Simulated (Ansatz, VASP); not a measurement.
# One calculation of Si, two programs

```
CELL_PARAMETERS angstrom
4.10613 0.00000 0.00000
-2.05307 3.55602 0.00000
0.00000 0.00000 6.79225
ATOMIC_POSITIONS crystal
Si 0.33333 0.66667 0.06303
Si 0.66667 0.33333 0.56303
Si 0.33333 0.66667 0.43697
Si 0.66667 0.33333 0.93697
```

Change from the starting cell: strain +0.080 along x and y, +0.080 along z, atoms carried along.

Alike in both runs: task single point; functional LDA; k mesh 12 × 12 × 6; occupations gaussian, width 0.03 eV; no spin polarisation.

|  | VASP | Ansatz |
| --- | --- | --- |
| version | VASP 6.6.1 | Ansatz 0.2.0 |
| potentials or method | VASP PAW LDA potentials, release 64 (Si), cutoff 520 eV | scalar-relativistic, plane waves, PAW |
| valence electrons in the cell | 16 | 16 |

```tsv
	VASP	Ansatz	Ansatz less VASP
gap on the k mesh at the Fermi level (eV)	0.38	0.37	-0.008
least direct gap on the mesh (eV)	0.38	0.37	-0.008
pressure (GPa)	-13.4	-13.4	+0.01
traceless stress, the component that is largest in VASP (GPa)	-0.08	-0.07	+0.006
rms of the force components (eV/Å)	0.044	0.044	0.0000
```

LDA's correlation is that of Perdew and Zunger in VASP and of Perdew and Wang (1992) in Ansatz. Atom by atom the forces differ by 0.000 eV/Å (rms over components).
